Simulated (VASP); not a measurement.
# TaN (d.f) (Fm-3m) in VASP: single point with PBE+D3(BJ)

Aim: the single point of TaN (d.f) with PBE+D3(BJ).

Program: VASP 6.6.1. These are calculated values, not measurements. Logs are shortened: lines on timing, memory, paths and dates and some standing lists are left out, and cuts for length are marked.

### 1 The cell of the first run

Symmetry: Fm-3m, No. 225, cubic system. Conventional cell: a = 4.384 Å, b = 4.384 Å, c = 4.384 Å, α = 90.00°, β = 90.00°, γ = 90.00°. Within 2.9 Å of Ta (site symmetry m-3m) lie 6 N at 2.19 Å. N (site symmetry m-3m) has 6 Ta at 2.19 Å within 2.9 Å.

### 2 Single point, PBE+D3(BJ)

INCAR reads:

```
ALGO     = Normal         # electronic algorithm
EDIFF    = 1E-6           # SCF threshold, eV
ENCUT    = 600            # plane-wave cutoff, eV
GGA      = PE             # functional
GGA_COMPAT= F            
ISIF     = 2              # what is computed and relaxed
ISMEAR   = 0              # smearing method
IVDW     = 12             # dispersion correction
LASPH    = T              # aspherical terms in the spheres
LCHARG   = F              # write CHGCAR
LREAL    = F              # projectors in reciprocal space
LWAVE    = F              # write WAVECAR
NBANDS   = 15             # bands
NELM     = 120            # most SCF steps
PREC     = Accurate       # precision mode
SIGMA    = 0.1            # smearing width, eV
```

KPOINTS reads:

```
k-points
0
Gamma
  16 16 16
```

POSCAR reads:

```
TaN
1.0
    0.0000000000      2.1921251127      2.1921251127
    2.1921251127      0.0000000000      2.1921251127
    2.1921251127      2.1921251127      0.0000000000
Ta N
1 1
Direct
    0.0000000000      0.0000000000      0.0000000000
    0.5000000000      0.5000000000      0.5000000000
```

Potentials or basis: VASP PAW PBE potentials, release 64 (Ta_pv, N).

Launch:

```bash
$ cat potpaw_PBE.64/Ta_pv/POTCAR potpaw_PBE.64/N/POTCAR > POTCAR
$ mpirun -np 1 vasp_std > vasp.out
```

OUTCAR:

```text
EDIFF = 1E-6
   ENCUT = 600
   GGA = PE
   ISIF = 2
   ISMEAR = 0
   IVDW = 12
   LASPH = T
   LREAL = F
   NELM = 120
   PREC = Accurate
 IVDW          = 12

 ion  position               nearest neighbor table
   1  0.000  0.000  0.000-   2 2.19   2 2.19   2 2.19   2 2.19   2 2.19   2 2.19
   2  0.500  0.500  0.500-   1 2.19   1 2.19   1 2.19   1 2.19   1 2.19   1 2.19

  LATTYP: Found a face centered cubic cell.
 ALAT       =     4.3842502254

  Lattice vectors:

 A1 = (   0.0000000000,   2.1921251127,   2.1921251127)
 A2 = (   2.1921251127,   0.0000000000,   2.1921251127)
 A3 = (   2.1921251127,   2.1921251127,   0.0000000000)

Analysis of symmetry for initial positions (statically):
=====================================================================
 Subroutine PRICEL returns:
 Original cell was already a primitive cell.

 Routine SETGRP: Setting up the symmetry group for a
 face centered cubic supercell.

 Subroutine GETGRP returns: Found 48 space group operations
 (whereof 48 operations were pure point group operations)
 out of a pool of 48 trial point group operations.

The static configuration has the point symmetry O_h .

Analysis of symmetry for dynamics (positions and initial velocities):
=====================================================================
 Subroutine PRICEL returns:
 Original cell was already a primitive cell.

 Routine SETGRP: Setting up the symmetry group for a
 face centered cubic supercell.

 Subroutine GETGRP returns: Found 48 space group operations
 (whereof 48 operations were pure point group operations)
 out of a pool of 48 trial point group operations.

The dynamic configuration has the point symmetry O_h .

 Subroutine INISYM returns: Found 48 space group operations
 (whereof 48 operations are pure point group operations),
 and found     1 'primitive' translations

----------------------------------------------------------------------------------------

                                     Primitive cell

  volume of cell :      21.0681

  direct lattice vectors                    reciprocal lattice vectors
     0.000000000  2.192125113  2.192125113    -0.228089171  0.228089171  0.228089171
     2.192125113  0.000000000  2.192125113     0.228089171 -0.228089171  0.228089171
     2.192125113  2.192125113  0.000000000     0.228089171  0.228089171 -0.228089171

  length of vectors
     3.100133065  3.100133065  3.100133065     0.395062033  0.395062033  0.395062033

  position of ions in fractional coordinates (direct lattice)
     0.000000000  0.000000000  0.000000000
     0.500000000  0.500000000  0.500000000

  ion indices of the primitive-cell ions
   primitive index   ion index
                 1           1
                 2           2

----------------------------------------------------------------------------------------

 KPOINTS: k-points

Automatic generation of k-mesh.
 Grid dimensions read from file:
 generate k-points for:   16   16   16

 Generating k-lattice:

  Cartesian coordinates                     Fractional coordinates (reciprocal lattice)
    -0.014255573  0.014255573  0.014255573     0.062500000  0.000000000  0.000000000
     0.014255573 -0.014255573  0.014255573     0.000000000  0.062500000  0.000000000
     0.014255573  0.014255573 -0.014255573     0.000000000  0.000000000  0.062500000

  Length of vectors
     0.024691377  0.024691377  0.024691377

  Shift w.r.t. Gamma in fractional coordinates (k-lattice)
     0.000000000  0.000000000  0.000000000

 Subroutine IBZKPT returns following result:
 ===========================================

 Found    145 irreducible k-points:

 Following reciprocal coordinates:
            Coordinates               Weight
  0.000000  0.000000  0.000000      1.000000
  0.062500  0.000000  0.000000      8.000000
  0.125000  0.000000  0.000000      8.000000
  0.187500  0.000000  0.000000      8.000000
  0.250000  0.000000  0.000000      8.000000
  0.312500  0.000000  0.000000      8.000000
[... 16 lines left out ...]
 -0.125000  0.062500  0.000000     24.000000
 -0.062500  0.062500  0.000000     12.000000
 [... further k-points ...]
   k-points           NKPTS =    145   k-points in BZ     NKDIM =    145   number of bands    NBANDS=     15
   number of dos      NEDOS =    301   number of ions     NIONS =      2
   total plane-waves  NPLWV =  21952
   dimension x,y,z NGX =    28 NGY =   28 NGZ =   28
   dimension x,y,z NGXF=    56 NGYF=   56 NGZF=   56
   ions per type =               1   1
   NGX,Y,Z   is equivalent  to a cutoff of  15.02, 15.02, 15.02 a.u.
   NGXF,Y,Z  is equivalent  to a cutoff of  30.03, 30.03, 30.03 a.u.
 SYSTEM =  unknown system
   PREC   = accura    normal or accurate (medium, high low for compatibility)
   ISTART =      0    job   : 0-new  1-cont  2-samecut
   ICHARG =      2    charge: 1-file 2-atom 10-const
   ISPIN  =      1    spin polarized calculation?
   LNONCOLLINEAR =      F non collinear calculations
   LSORBIT =      F    spin-orbit coupling
   LASPH  =      T    aspherical Exc in radial PAW
   ENCUT  =  600.0 eV  44.10 Ry    6.64 a.u.   6.19  6.19  6.19*2*pi/ulx,y,z
   NELM   =    120;   NELMIN=  2; NELMDL= -5     # of ELM steps
   EDIFF  = 0.1E-05   stopping-criterion for ELM
   LREAL  =      F    real-space projection
   EDIFFG = 0.1E-04   stopping-criterion for IOM
   NSW    =      0    number of steps for IOM
   IBRION =     -1    ionic relax: 0-MD 1-quasi-New 2-CG
   NFREE  =      0    steps in history (QN), initial steepest desc. (CG)
   ISIF   =      2    stress and relaxation
   ISYM   =      2    0-nonsym 1-usesym 2-fastsym
   POTIM  = 0.5000    time-step for ionic-motion
   TEBEG  =    0.0;   TEEND  =   0.0 temperature during run
   PSTRESS=    0.0 pullay stress
   NELECT =      16.0000    total number of electrons
   NUPDOWN=      -1.0000    fix difference up-down
   EMIN   =  10.00;   EMAX   =-10.00  energy-range for DOS
   EFERMI =   0.00;   METHOD = LEGACY
   ISMEAR =     0;   SIGMA  =   0.10  broadening in eV -4-tet -1-fermi 0-gaus
   EFERMI_NEDOS =   21; number of points for ismear=-14 and -15
   IALGO  =     38    algorithm
   IMIX   =      4    mixing-type and parameters
     AMIX     =   0.40;   BMIX     =  1.00
     AMIX_MAG =   1.60;   BMIX_MAG =  1.00
  volume/ion in A,a.u.               =      10.53        71.09
  Fermi-wavevector in a.u.,A,eV,Ry     =   1.493618  2.822528 30.353159  2.230894
  Thomas-Fermi vector in A             =   2.605995
   LORBIT       =      0    0 simple, 1 ext, 2 COOP (PROOUT), +10 PAW based schemes
   GGA     = PE    functional components
   LHFCALC =     F    Hartree Fock is set to
   AEXX    =    0.0000 exact exchange contribution
   IVDW    =    12    specifies the selected vdW correction
   LEPSILON=     F    determine dielectric tensor
   LRPA    =     F    only Hartree local field effects (RPA)
 non-spin polarized calculation
 Gauss-broadening in eV      SIGMA  =   0.10
  energy-cutoff  :      600.00
  volume of cell :       21.07
 maximum number of plane-waves:       725
 NGX is ok and might be reduce to    28
   NGX = 13   NGY = 13   NGZ = 13

 number of electron      16.0000000 magnetization

 Free energy of the ion-electron system (eV)
  ---------------------------------------------------
  ext. energy  EPLUGINS =         0.00000000
  ---------------------------------------------------
  free energy    TOTEN  =       -21.81431349 eV

  energy without entropy =      -21.80866221  energy(sigma->0) =      -21.81148785

 E-fermi :   9.6457     XC(G=0): -13.4890

 val. band max:        9.6328617312   @ k =  -0.2500   0.3750   0.1250
 cond. band min:       9.6489467429   @ k =  -0.3125   0.3125   0.1250
 fundamental gap:      0.0160850117
 Fermi energy:         9.6457323159

 k-point     1 :       0.0000    0.0000    0.0000
  band No.  band energies     occupation
      1     -26.1064      2.00000
      2     -26.1064      2.00000
      3     -26.1064      2.00000
      4      -9.2898      2.00000
      5       5.7975      2.00000
      6       5.7975      2.00000
      7       5.7975      2.00000
      8       7.5208      2.00000
      9       7.5208      2.00000
     10       7.5208      2.00000
     11       9.7188      0.30129
     12       9.7188      0.30128
     13      11.2504      0.00000
     14      19.0614      0.00000
     15      22.0380      0.00000

 k-point     2 :       0.0625    0.0000    0.0000
  band No.  band energies     occupation
      1     -26.1428      2.00000
      2     -26.1096      2.00000
      3     -26.1096      2.00000
      4      -9.1930      2.00000
      5       5.2835      2.00000
      6       5.4533      2.00000
      7       5.4533      2.00000
      8       7.6804      2.00000
      9       7.6804      2.00000
     10       7.7498      2.00000
     11      10.1154      0.00000
     12      10.1154      0.00000
     13      11.5417      0.00000
     14      19.3602      0.00000
     15      22.0380      0.00000

 k-point     3 :       0.1250    0.0000    0.0000
  band No.  band energies     occupation
      1     -26.2451      2.00000
      2     -26.1190      2.00000
      3     -26.1190      2.00000
      4      -8.9132      2.00000
      5       4.2404      2.00000
      6       4.7408      2.00000
      7       4.7408      2.00000
      8       8.0523      2.00000
      9       8.0523      2.00000
     10       8.0900      2.00000
     11      11.0798      0.00000
     12      11.0798      0.00000
     13      12.2851      0.00000
     14      20.1874      0.00000
     15      22.0377      0.00000
[... 343 lines left out ...]
 k-point    23 :      -0.1250    0.0625    0.0000
  band No.  band energies     occupation
      1     -26.3045      2.00000
      2     -26.1512      2.00000
      3     -26.1145      2.00000
      4      -8.7126      2.00000
      5       3.5839      2.00000
      6       4.1832      2.00000
      7       4.6628      2.00000
      8       7.9965      2.00000
      9       8.2142      2.00000
     10       8.8187      2.00000
     11      10.7510      0.00000
     12      12.1889      0.00000
     13      12.9554      0.00000
     14      20.7688      0.00000
     15      22.0374      0.00000

 k-point    24 :      -0.0625    0.0625    0.0000
  band No.  band energies     occupation
      1     -26.1931      2.00000
      2     -26.1292      2.00000
      3     -26.1085      2.00000
      4      -9.0371      2.00000
      5       4.5820      2.00000
      6       4.9007      2.00000
      7       5.2473      2.00000
      8       7.6973      2.00000
      9       7.9159      2.00000
     10       8.2321      2.00000
     11      10.1445      0.00000
     12      11.0120      0.00000
     13      12.0588      0.00000
     14      19.8347      0.00000
     15      22.0378      0.00000

 [... further k-points ...]

------------------------ aborting loop because EDIFF is reached ----------------------------------------

 Edisp (eV)   -0.95390

 E8    (eV) :    -0.4412

  FORCE on cell =-STRESS in cart. coord.  units (eV):
  Direction    XX          YY          ZZ          XY          YZ          ZX
  --------------------------------------------------------------------------------------
  -------------------------------------------------------------------------------------
  Total       0.13010     0.13010     0.13010    -0.00000     0.00000     0.00000
  in kB       9.89372     9.89372     9.89372    -0.00000     0.00000     0.00000
  external pressure =        9.89 kB  Pullay stress =        0.00 kB

 VOLUME and BASIS-vectors are now :
 -----------------------------------------------------------------------------
  energy-cutoff  :      600.00
  volume of cell :       21.07
      direct lattice vectors                 reciprocal lattice vectors
     0.000000000  2.192125113  2.192125113    -0.228089171  0.228089171  0.228089171
     2.192125113  0.000000000  2.192125113     0.228089171 -0.228089171  0.228089171
     2.192125113  2.192125113  0.000000000     0.228089171  0.228089171 -0.228089171

 POSITION                                       TOTAL-FORCE (eV/Angst)
 -----------------------------------------------------------------------------------
      0.00000      0.00000      0.00000         0.000000      0.000000      0.000000
      2.19213      2.19213      2.19213         0.000000      0.000000     -0.000000
 -----------------------------------------------------------------------------------
    total drift:                                0.000000      0.000000      0.000000

  FREE ENERGIE OF THE ION-ELECTRON SYSTEM (eV)
  ---------------------------------------------------
  free  energy   TOTEN  =       -22.7682151290 eV

  energy  without entropy=      -22.7625638483  energy(sigma->0) =      -22.76538949
```

Run time: 1.7 min. Hardware: 1 thread of AMD EPYC 7R13, shared host; peak memory 0.18 GiB.

Results:

| Item | Value |
| --- | --- |
| Free energy | -22.7682 eV |
| Pressure | 1.0 GPa |
| Band gap on the k mesh | zero (band 8 reaches 11.58 eV, above the bottom of band 9 at 7.52 eV) |
| Dispersion energy per atom | -0.477 eV |

Levels at points of the mesh, in eV from the Fermi level:
```tsv
k point	band 5	band 6	band 7	band 8	band 9	band 10	band 11	band 12
(0.00, 0.00, 0.00)	-3.85	-3.85	-3.85	-2.12	-2.12	-2.12	0.07	0.07
(0.50, 0.00, 0.00)	-10.45	-7.64	-7.64	1.94	1.94	2.03	3.86	7.64
(0.50, 0.50, 0.00)	-6.66	-5.52	-4.66	-4.66	2.15	3.60	3.60	4.64
```

Caveat: spin-orbit coupling is left out, which moves the levels of the heavy elements; pairwise dispersion overbinds metals, which lowers pressure and volume.
